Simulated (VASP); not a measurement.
Runs of VASP 6.6.1 on LiH. The structure is that of space group P6_3/mmc (No. 194), or close to it. The cells are those of the table. 

```csv
level,cell,k mesh,gap on the mesh (eV)
PBE,"a = 3.317, b = 3.317, c = 4.152 Å, angles 90.0, 90.0, 120.0°, 4 atoms",9 × 9 × 6,1.95
PBE,"a = 3.187, b = 3.187, c = 3.989 Å, angles 90.0, 90.0, 120.0°, 4 atoms",9 × 9 × 6,(b)
r2SCAN,"a = 3.255, b = 3.255, c = 4.069 Å, angles 90.0, 90.0, 120.0°, 4 atoms",9 × 9 × 6,2.30
r2SCAN,"a = 3.287, b = 3.287, c = 4.109 Å, angles 90.0, 90.0, 120.0°, 4 atoms",9 × 9 × 6,2.35
r2SCAN,"a = 3.255, b = 3.255, c = 4.069 Å, angles 90.0, 90.0, 120.0°, 4 atoms",12 × 12 × 6,2.30
PBE,"a = 3.220, b = 3.220, c = 4.031 Å, angles 90.0, 90.0, 120.0°, 4 atoms",9 × 9 × 6,1.78
r2SCAN,"a = 3.222, b = 3.222, c = 4.028 Å, angles 90.0, 90.0, 120.0°, 4 atoms",9 × 9 × 6,(a)
PBE,"a = 3.255, b = 3.255, c = 4.069 Å, angles 90.0, 90.0, 120.0°, 4 atoms",12 × 12 × 6,1.83
```

Alike in all rows: task single point; potentials or basis VASP PAW PBE potentials, release 64 (Li_sv, H); no spin polarisation; cutoff (eV) 520; smearing gaussian 0.01 eV.

Q: Estimate the missing entries.

A: (a) 2.25; (b) 1.72.

A k mesh can miss the band edges.
